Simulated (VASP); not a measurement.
# NaH (P6_3/mmc) in VASP: further runs

The runs below take NaH through single point, with PBE.

All numbers are computed with VASP 6.6.1; they aren't measurements. Logs are shortened: lines on timing, memory, paths and dates and some standing lists are left out, and cuts for length are marked.

### Step 1. The cell of the first run

It takes space group P6_3/mmc (No. 194, hexagonal). The conventional cell has a = 3.892 Å, b = 3.892 Å, c = 4.777 Å, α = 90.00°, β = 90.00°, γ = 120.00°. Within 3.0 Å of Na (site symmetry -6m2) lie 5 H at 2.25 to 2.39 Å. Within 3.0 Å of H (site symmetry -6m2) lie 5 Na at 2.25 to 2.39 Å.

### Step 2. Single point, PBE (volume changed by -6%)

The input, INCAR:

```
PREC = Accurate ; ENCUT = 520
EDIFF = 1E-7 ; ISMEAR = 0
SIGMA = 0.01 ; LREAL = False
LASPH = True ; NELM = 60
ALGO = Normal ; ISIF = 2
LWAVE = False ; LCHARG = False
GGA = PE ; NBANDS = 16
```

The input, KPOINTS:

```
Automatic mesh
0
Gamma
  6 6 4
```

The input, POSCAR:

```
NaH
1.0
    3.8923833302      0.0000000000      0.0000000000
   -1.9461916651      3.3709028452      0.0000000000
    0.0000000000      0.0000000000      4.7768703914
Na H
2 2
Direct
    0.3333333333      0.6666666667      0.2500000000
    0.6666666667      0.3333333333      0.7500000000
    0.6666666667      0.3333333333      0.2500000000
    0.3333333333      0.6666666667      0.7500000000
```

Potentials or basis: VASP PAW PBE potentials, release 64 (Na_pv, H).

The run is started by

```console
$ cat potpaw_PBE.64/Na_pv/POTCAR potpaw_PBE.64/H/POTCAR > POTCAR
$ mpirun -np 1 vasp_std > vasp.out
```

OUTCAR:

```text
PREC = Accurate
   ENCUT = 520
   EDIFF = 1E-7
   ISMEAR = 0
   LREAL = False
   LASPH = True
   NELM = 60
   ISIF = 2
   GGA = PE

 ion  position               nearest neighbor table
   1  0.333  0.667  0.250-
   2  0.667  0.333  0.750-
   3  0.667  0.333  0.250-
   4  0.333  0.667  0.750-

  LATTYP: Found a hexagonal cell.
 ALAT       =     3.8923833302
 C/A-ratio  =     1.2272353430

  Lattice vectors:

 A1 = (   3.8923833302,   0.0000000000,   0.0000000000)
 A2 = (  -1.9461916651,   3.3709028452,   0.0000000000)
 A3 = (   0.0000000000,   0.0000000000,   4.7768703914)

Analysis of symmetry for initial positions (statically):
=====================================================================
 Subroutine PRICEL returns:
 Original cell was already a primitive cell.

 Routine SETGRP: Setting up the symmetry group for a
 hexagonal supercell.

 Subroutine GETGRP returns: Found 24 space group operations
 (whereof 12 operations were pure point group operations)
 out of a pool of 24 trial point group operations.

The static configuration has the point symmetry D_3d.
 The point group associated with its full space group is D_6h.

Analysis of symmetry for dynamics (positions and initial velocities):
=====================================================================
 Subroutine PRICEL returns:
 Original cell was already a primitive cell.

 Routine SETGRP: Setting up the symmetry group for a
 hexagonal supercell.

 Subroutine GETGRP returns: Found 24 space group operations
 (whereof 12 operations were pure point group operations)
 out of a pool of 24 trial point group operations.

The dynamic configuration has the point symmetry D_3d.
 The point group associated with its full space group is D_6h.

 Subroutine INISYM returns: Found 24 space group operations
 (whereof 12 operations are pure point group operations),
 and found     1 'primitive' translations

----------------------------------------------------------------------------------------

                                     Primitive cell

  volume of cell :      62.6766

  direct lattice vectors                    reciprocal lattice vectors
     3.892383330  0.000000000  0.000000000     0.256912004  0.148328214  0.000000000
    -1.946191665  3.370902845  0.000000000     0.000000000  0.296656429  0.000000000
     0.000000000  0.000000000  4.776870391     0.000000000  0.000000000  0.209342083

  length of vectors
     3.892383330  3.892383330  4.776870391     0.296656429  0.296656429  0.209342083

  position of ions in fractional coordinates (direct lattice)
     0.333333333  0.666666667  0.250000000
     0.666666667  0.333333333  0.750000000
     0.666666667  0.333333333  0.250000000
     0.333333333  0.666666667  0.750000000

  ion indices of the primitive-cell ions
   primitive index   ion index
                 1           1
                 2           2
                 3           3
                 4           4

----------------------------------------------------------------------------------------

 KPOINTS: Automatic mesh

Automatic generation of k-mesh.
 Grid dimensions read from file:
 generate k-points for:    6    6    4

 Generating k-lattice:

  Cartesian coordinates                     Fractional coordinates (reciprocal lattice)
     0.042818667  0.024721369  0.000000000     0.166666667  0.000000000  0.000000000
     0.000000000  0.049442738  0.000000000     0.000000000  0.166666667  0.000000000
     0.000000000  0.000000000  0.052335521     0.000000000  0.000000000  0.250000000

  Length of vectors
     0.049442738  0.049442738  0.052335521

  Shift w.r.t. Gamma in fractional coordinates (k-lattice)
     0.000000000  0.000000000  0.000000000

 Subroutine IBZKPT returns following result:
 ===========================================

 Found     21 irreducible k-points:

 Following reciprocal coordinates:
            Coordinates               Weight
  0.000000  0.000000  0.000000      1.000000
  0.166667  0.000000  0.000000      6.000000
  0.333333  0.000000  0.000000      6.000000
  0.500000  0.000000  0.000000      3.000000
  0.166667  0.166667  0.000000      6.000000
  0.333333  0.166667  0.000000     12.000000
[... 13 lines left out ...]
  0.333333  0.166667  0.500000     12.000000
  0.333333  0.333333  0.500000      2.000000
   k-points           NKPTS =     21   k-points in BZ     NKDIM =     21   number of bands    NBANDS=     16
   number of dos      NEDOS =    301   number of ions     NIONS =      4
   total plane-waves  NPLWV =  32400
   dimension x,y,z NGX =    30 NGY =   30 NGZ =   36
   dimension x,y,z NGXF=    60 NGYF=   60 NGZF=   72
   ions per type =               2   2
   NGX,Y,Z   is equivalent  to a cutoff of  12.81, 12.81, 12.53 a.u.
   NGXF,Y,Z  is equivalent  to a cutoff of  25.63, 25.63, 25.06 a.u.
 SYSTEM =  unknown system
   PREC   = accura    normal or accurate (medium, high low for compatibility)
   ISTART =      0    job   : 0-new  1-cont  2-samecut
   ICHARG =      2    charge: 1-file 2-atom 10-const
   ISPIN  =      1    spin polarized calculation?
   LNONCOLLINEAR =      F non collinear calculations
   LSORBIT =      F    spin-orbit coupling
   LASPH  =      T    aspherical Exc in radial PAW
   ENCUT  =  520.0 eV  38.22 Ry    6.18 a.u.   7.24  7.24  8.88*2*pi/ulx,y,z
   NELM   =     60;   NELMIN=  2; NELMDL= -5     # of ELM steps
   EDIFF  = 0.1E-06   stopping-criterion for ELM
   LREAL  =      F    real-space projection
   EDIFFG = 0.1E-05   stopping-criterion for IOM
   NSW    =      0    number of steps for IOM
   IBRION =     -1    ionic relax: 0-MD 1-quasi-New 2-CG
   NFREE  =      0    steps in history (QN), initial steepest desc. (CG)
   ISIF   =      2    stress and relaxation
   ISYM   =      2    0-nonsym 1-usesym 2-fastsym
   POTIM  = 0.5000    time-step for ionic-motion
   TEBEG  =    0.0;   TEEND  =   0.0 temperature during run
   PSTRESS=    0.0 pullay stress
   NELECT =      16.0000    total number of electrons
   NUPDOWN=      -1.0000    fix difference up-down
   EMIN   =  10.00;   EMAX   =-10.00  energy-range for DOS
   EFERMI =   0.00;   METHOD = LEGACY
   ISMEAR =     0;   SIGMA  =   0.01  broadening in eV -4-tet -1-fermi 0-gaus
   EFERMI_NEDOS =   21; number of points for ismear=-14 and -15
   IALGO  =     38    algorithm
   IMIX   =      4    mixing-type and parameters
     AMIX     =   0.40;   BMIX     =  1.00
     AMIX_MAG =   1.60;   BMIX_MAG =  1.00
  volume/ion in A,a.u.               =      15.67       105.74
  Fermi-wavevector in a.u.,A,eV,Ry     =   1.038516  1.962510 14.674085  1.078515
  Thomas-Fermi vector in A             =   2.173003
   LORBIT       =      0    0 simple, 1 ext, 2 COOP (PROOUT), +10 PAW based schemes
   GGA     = PE    functional components
   LHFCALC =     F    Hartree Fock is set to
   AEXX    =    0.0000 exact exchange contribution
   IVDW    =     0    specifies the selected vdW correction
   LEPSILON=     F    determine dielectric tensor
   LRPA    =     F    only Hartree local field effects (RPA)
 non-spin polarized calculation
 Gauss-broadening in eV      SIGMA  =   0.01
  energy-cutoff  :      520.00
  volume of cell :       62.68
 maximum number of plane-waves:      1716
 NGX is ok and might be reduce to    30
   NGX = 15   NGY = 15   NGZ = 17

 number of electron      15.9999993 magnetization

 Free energy of the ion-electron system (eV)
  ---------------------------------------------------
  ext. energy  EPLUGINS =         0.00000000
  ---------------------------------------------------
  free energy    TOTEN  =       -10.05885548 eV

  energy without entropy =      -10.05885548  energy(sigma->0) =      -10.05885548

 E-fermi :  -1.2398     XC(G=0):  -7.2380

 val. band max:       -1.3110129375   @ k =   0.1667   0.0000   0.0000
 cond. band min:       2.0451045552   @ k =   0.3333   0.3333   0.0000
 fundamental gap:      3.3561174927
 Fermi energy:        -1.2398302667

 k-point     1 :       0.0000    0.0000    0.0000
  band No.  band energies     occupation
      1     -23.5413      2.00000
      2     -23.4949      2.00000
      3     -23.4949      2.00000
      4     -23.4633      2.00000
      5     -23.4633      2.00000
      6     -23.4423      2.00000
[... 8 lines left out ...]
     15       9.6958      0.00000
     16      14.5050      0.00000

 k-point     2 :       0.1667    0.0000    0.0000
  band No.  band energies     occupation
      1     -23.5348      2.00000
      2     -23.4996      2.00000
      3     -23.4981      2.00000
      4     -23.4699      2.00000
      5     -23.4625      2.00000
      6     -23.4476      2.00000
[... 8 lines left out ...]
     15      11.7272      0.00000
     16      12.4422      0.00000

 k-point     3 :       0.3333    0.0000    0.0000
  band No.  band energies     occupation
      1     -23.5185      2.00000
      2     -23.5094      2.00000
      3     -23.5040      2.00000
      4     -23.4827      2.00000
      5     -23.4616      2.00000
      6     -23.4615      2.00000
[... 8 lines left out ...]
     15      11.2083      0.00000
     16      12.3661      0.00000

 k-point     4 :       0.5000    0.0000    0.0000
  band No.  band energies     occupation
      1     -23.5145      2.00000
      2     -23.5068      2.00000
      3     -23.5058      2.00000
      4     -23.4887      2.00000
      5     -23.4731      2.00000
      6     -23.4612      2.00000
[... 8 lines left out ...]
     15      10.8778      0.00000
     16      12.0153      0.00000
[... 267 lines left out ...]
 k-point    19 :       0.1667    0.1667    0.5000
  band No.  band energies     occupation
      1     -23.5247      2.00000
      2     -23.5247      2.00000
      3     -23.4837      2.00000
      4     -23.4837      2.00000
      5     -23.4597      2.00000
      6     -23.4597      2.00000
[... 8 lines left out ...]
     15      11.9237      0.00000
     16      11.9237      0.00000

 k-point    20 :       0.3333    0.1667    0.5000
  band No.  band energies     occupation
      1     -23.5356      2.00000
      2     -23.5356      2.00000
      3     -23.4879      2.00000
      4     -23.4879      2.00000
      5     -23.4537      2.00000
      6     -23.4537      2.00000
[... 8 lines left out ...]
     15      13.1006      0.00000
     16      13.1006      0.00000

 k-point    21 :       0.3333    0.3333    0.5000
  band No.  band energies     occupation
      1     -23.5370      2.00000
      2     -23.5370      2.00000
      3     -23.4924      2.00000
      4     -23.4924      2.00000
      5     -23.4508      2.00000
      6     -23.4508      2.00000
[... 8 lines left out ...]
     15      13.5686      0.00000
     16      13.5686      0.00000

------------------------ aborting loop because EDIFF is reached ----------------------------------------

  FORCE on cell =-STRESS in cart. coord.  units (eV):
  Direction    XX          YY          ZZ          XY          YZ          ZX
  --------------------------------------------------------------------------------------
  -------------------------------------------------------------------------------------
  Total        0.4939386      0.4939386      0.4971081      0.0000000     -0.0000000      0.0000000
  in kB       12.6263630     12.6263630     12.7073820      0.0000000     -0.0000000      0.0000000
  external PRESSURE =      12.6533693 kB  Pullay stress =       0.0000000 kB

 VOLUME and BASIS-vectors are now :
 -----------------------------------------------------------------------------
  energy-cutoff  :      520.00
  volume of cell :       62.68
      direct lattice vectors                 reciprocal lattice vectors
     3.892383330  0.000000000  0.000000000     0.256912004  0.148328214  0.000000000
    -1.946191665  3.370902845  0.000000000     0.000000000  0.296656429  0.000000000
     0.000000000  0.000000000  4.776870391     0.000000000  0.000000000  0.209342083

 POSITION                                       TOTAL-FORCE (eV/Angst)
 -----------------------------------------------------------------------------------
     -0.00000      2.24727      1.19422         0.000000      0.000000      0.000000
      1.94619      1.12363      3.58265        -0.000000     -0.000000      0.000000
      1.94619      1.12363      1.19422         0.000000      0.000000      0.000000
     -0.00000      2.24727      3.58265         0.000000      0.000000      0.000000
 -----------------------------------------------------------------------------------
    total drift:                               -0.000000      0.000000     -0.000000

  FREE ENERGIE OF THE ION-ELECTRON SYSTEM (eV)
  ---------------------------------------------------
  free  energy   TOTEN  =       -10.0588554776 eV

  energy  without entropy=      -10.0588554776  energy(sigma->0) =      -10.05885548
```

It took 49 s on 1 thread of AMD EPYC 7R13, shared host; peak memory 0.14 GiB.

Results:

* Free energy: -10.0589 eV
* Pressure: 1.3 GPa
* Band gap on the k mesh: 3.36 eV, indirect (least direct gap 4.28 eV)

Levels at points of the mesh, in eV from the valence-band top:
| k point | band 6 | band 7 | band 8 | band 9 | band 10 | band 11 |
| --- | --- | --- | --- | --- | --- | --- |
| (0.00, 0.00, 0.00) | -22.13 | -3.44 | -0.02 | 4.97 | 8.19 | 10.59 |
| (0.50, 0.00, 0.00) | -22.15 | -1.54 | -0.62 | 3.92 | 7.69 | 7.80 |
| (0.00, 0.00, 0.50) | -22.17 | -2.09 | -2.09 | 7.12 | 7.12 | 11.32 |
| (0.50, 0.00, 0.50) | -22.14 | -0.83 | -0.83 | 4.02 | 4.02 | 8.73 |

Caveat: the cell differs from its parent crystal (volume changed by -6%). A k mesh can miss the band edges.

### Step 3. Single point, PBE (volume changed by -3%)

The input, INCAR:

```
  PREC = Accurate
  ENCUT = 520
  EDIFF = 1E-6
  ISMEAR = 0
  SIGMA = 0.01
  LREAL = F
  LASPH = T
  NELM = 60
  ALGO = Normal
  ISIF = 2
  LWAVE = F
  LCHARG = F
  GGA = PE
  NBANDS = 16
```

The input, KPOINTS:

```
regular mesh
0
Gamma
  6 6 4
```

The input, POSCAR:

```
NaH
1.0
    3.9333587975      0.0000000000      0.0000000000
   -1.9666793987      3.4063886408      0.0000000000
    0.0000000000      0.0000000000      4.8271569331
Na H
2 2
Direct
    0.3333333333      0.6666666667      0.2500000000
    0.6666666667      0.3333333333      0.7500000000
    0.6666666667      0.3333333333      0.2500000000
    0.3333333333      0.6666666667      0.7500000000
```

Potentials or basis: VASP PAW PBE potentials, release 64 (Na_pv, H).

The run is started by

```console
$ cat potpaw_PBE.64/Na_pv/POTCAR potpaw_PBE.64/H/POTCAR > POTCAR
$ mpirun -np 1 vasp_std > vasp.out
```

Run time: 45 s. Hardware: 1 thread of AMD EPYC 7R13, shared host; peak memory 0.14 GiB.

Results (log left out):

```yaml
Free_energy: -10.0709 eV
Pressure: 0.6 GPa
Band_gap_on_the_k_mesh: 3.35 eV, indirect (least direct gap 4.25 eV)
```

Levels at points of the mesh, in eV from the valence-band top:
```tsv
k point	band 5	band 6	band 7	band 8	band 9	band 10	band 11	band 12
(0.00, 0.00, 0.00)	-22.20	-22.19	-3.36	-0.02	4.91	8.04	10.40	10.41
(0.50, 0.00, 0.00)	-22.21	-22.20	-1.51	-0.61	3.89	7.57	7.65	7.93
(0.00, 0.00, 0.50)	-22.22	-22.22	-2.04	-2.04	6.99	6.99	11.16	11.16
(0.50, 0.00, 0.50)	-22.20	-22.20	-0.82	-0.82	3.98	3.98	8.58	8.58
```

Caveat: the cell differs from its parent crystal (volume changed by -3%).

### Step 4. Single point, PBE

This run uses another cell than the first one, of 16.67 Å³/atom, 1.064 times its volume.

The input, INCAR:

```
  PREC = Accurate
  ENCUT = 520
  EDIFF = 1E-6
  ISMEAR = 0
  SIGMA = 0.01
  LREAL = False
  LASPH = True
  NELM = 60
  ALGO = Normal
  ISIF = 2
  LWAVE = False
  LCHARG = False
  GGA = PE
  NBANDS = 16
```

KPOINTS is that of step 3.

The input, POSCAR:

```
NaH
1.0
    3.9734978840      0.0000000000      0.0000000000
   -1.9867489420      3.4411501095      0.0000000000
    0.0000000000      0.0000000000      4.8764170387
Na H
2 2
Direct
    0.3333333333      0.6666666667      0.2500000000
    0.6666666667      0.3333333333      0.7500000000
    0.6666666667      0.3333333333      0.2500000000
    0.3333333333      0.6666666667      0.7500000000
```

The run is started by

```console
$ cat potpaw_PBE.64/Na_pv/POTCAR potpaw_PBE.64/H/POTCAR > POTCAR
$ mpirun -np 1 vasp_std > vasp.out
```

It took 45 s on 1 thread of AMD EPYC 7R13, shared host; peak memory 0.14 GiB.

Results (log left out):

| Quantity | Value |
| --- | --- |
| Free energy | -10.0748 eV |
| Pressure | -0.1 GPa |
| Band gap on the k mesh | 3.34 eV, indirect (least direct gap 4.23 eV) |

Levels at points of the mesh, in eV from the valence-band top:
```tsv
k point	band 4	band 5	band 6	band 7	band 8	band 9	band 10	band 11	band 12	band 13
(0.00, 0.00, 0.00)	-22.26	-22.26	-22.24	-3.28	-0.02	4.84	7.90	10.23	10.23	10.53
(0.50, 0.00, 0.00)	-22.28	-22.27	-22.26	-1.48	-0.59	3.87	7.45	7.50	7.80	7.85
(0.00, 0.00, 0.50)	-22.27	-22.27	-22.27	-1.99	-1.99	6.86	6.86	11.01	11.01	11.01
(0.50, 0.00, 0.50)	-22.27	-22.25	-22.25	-0.81	-0.81	3.94	3.94	8.43	8.43	9.14
```

A k mesh can miss the band edges.

### Step 5. Single point, PBE (volume changed by +3%)

The input, INCAR:

```
SYSTEM = NaH
PREC = Accurate ; ENCUT = 520
EDIFF = 1E-7 ; ISMEAR = 0
SIGMA = 0.01 ; LREAL = .FALSE.
LASPH = .TRUE. ; NELM = 100
ALGO = Normal ; ISIF = 2
LWAVE = .FALSE. ; LCHARG = .FALSE.
GGA = PE ; NBANDS = 16
```

The input, KPOINTS:

```
Automatic mesh
0
G
  6 6 4
  0 0 0
```

The input, POSCAR:

```
NaH
1.0
    4.0128420060      0.0000000000      0.0000000000
   -2.0064210030      3.4752231186      0.0000000000
    0.0000000000      0.0000000000      4.9247015357
Na H
2 2
Direct
    0.3333333333      0.6666666667      0.2500000000
    0.6666666667      0.3333333333      0.7500000000
    0.6666666667      0.3333333333      0.2500000000
    0.3333333333      0.6666666667      0.7500000000
```

The run is started by

```console
$ cat potpaw_PBE.64/Na_pv/POTCAR potpaw_PBE.64/H/POTCAR > POTCAR
$ mpirun -np 1 vasp_std > vasp.out
```

It took 54 s on 1 thread of AMD EPYC 7R13, shared host; peak memory 0.15 GiB.

The run converged. Its results:

* Free energy: -10.0715 eV
* Pressure: -0.6 GPa
* Band gap on the k mesh: 3.34 eV, indirect (least direct gap 4.21 eV)

Levels at points of the mesh, in eV from the valence-band top:
```
           k point  band 4  band 5  band 6  band 7  band 8  band 9  band 10  band 11  band 12  band 13
(0.00, 0.00, 0.00)  -22.31  -22.31  -22.29   -3.20   -0.02    4.79     7.76    10.07    10.07    10.31
(0.50, 0.00, 0.00)  -22.33  -22.32  -22.31   -1.45   -0.58    3.84     7.34     7.36     7.68     7.76
(0.00, 0.00, 0.50)  -22.32  -22.32  -22.32   -1.94   -1.94    6.74     6.74    10.86    10.86    10.86
(0.50, 0.00, 0.50)  -22.32  -22.30  -22.30   -0.79   -0.79    3.91     3.91     8.30     8.30     9.00
```

Caveat: the cell differs from its parent crystal (volume changed by +3%).

### Step 6. Summary

| cell | gap on the mesh (eV) | pressure (GPa) |
| --- | --- | --- |
| a = 3.892, b = 3.892, c = 4.777 Å, angles 90.0, 90.0, 120.0°, 4 atoms | 3.36 | 1.3 |
| a = 3.933, b = 3.933, c = 4.827 Å, angles 90.0, 90.0, 120.0°, 4 atoms | 3.35 | 0.6 |
| a = 3.973, b = 3.973, c = 4.876 Å, angles 90.0, 90.0, 120.0°, 4 atoms | 3.34 | -0.1 |
| a = 4.013, b = 4.013, c = 4.925 Å, angles 90.0, 90.0, 120.0°, 4 atoms | 3.34 | -0.6 |

Alike in all rows: task single point; level PBE; potentials or basis VASP PAW PBE potentials, release 64 (Na_pv, H); no spin polarisation; k mesh 6 × 6 × 4; cutoff (eV) 520; smearing gaussian 0.01 eV.

Absolute energies hang on the potentials; compare differences alone.
